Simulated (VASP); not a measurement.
A run of VASP 6.6.1 is set up as follows.

INCAR

```
PREC     = Accurate       # precision mode
ENCUT    = 520            # plane-wave cutoff, eV
EDIFF    = 1E-6           # SCF threshold, eV
ISMEAR   = 0              # smearing method
SIGMA    = 0.1            # smearing width, eV
LREAL    = False          # projectors in reciprocal space
LASPH    = True           # aspherical terms in the spheres
NELM     = 100            # most SCF steps
ALGO     = Normal         # electronic algorithm
ISIF     = 2              # what is computed and relaxed
LWAVE    = False          # write WAVECAR
LCHARG   = False          # write CHGCAR
GGA      = PE             # functional
NBANDS   = 30             # bands
```

Contents of KPOINTS:

```
Automatic mesh
0
Gamma
  12 12 8
```

Contents of POSCAR:

```
AlTlP
1.0
    5.0399126302      0.0000000000      0.0000000000
   -2.5199563151      4.3646923706      0.0000000000
    0.0000000000      0.0000000000      5.8951075474
Al Tl P
2 2 2
Direct
    0.0000000000      0.0000000000      0.0000000000
    0.0000000000      0.0000000000      0.5000000000
    0.3333333333      0.6666666667      0.7500000000
    0.6666666667      0.3333333333      0.2500000000
    0.3333333333      0.6666666667      0.2500000000
    0.6666666667      0.3333333333      0.7500000000
```

Potentials or basis: VASP PAW PBE potentials, release 64 (Al, Tl_d, P).

Launch:

```bash
$ cat potpaw_PBE.64/Al/POTCAR potpaw_PBE.64/Tl_d/POTCAR potpaw_PBE.64/P/POTCAR > POTCAR
$ mpirun -np 1 vasp_std > vasp.out
```

(1) Estimate the band gap on the k mesh.

(2) What does it give for the pressure?

## Answers

(1) zero (bands 21 and 22 overlap by 2.00 eV).

(2) -0.1 GPa.

Caveat: spin-orbit coupling is left out, which moves the levels of the heavy elements.
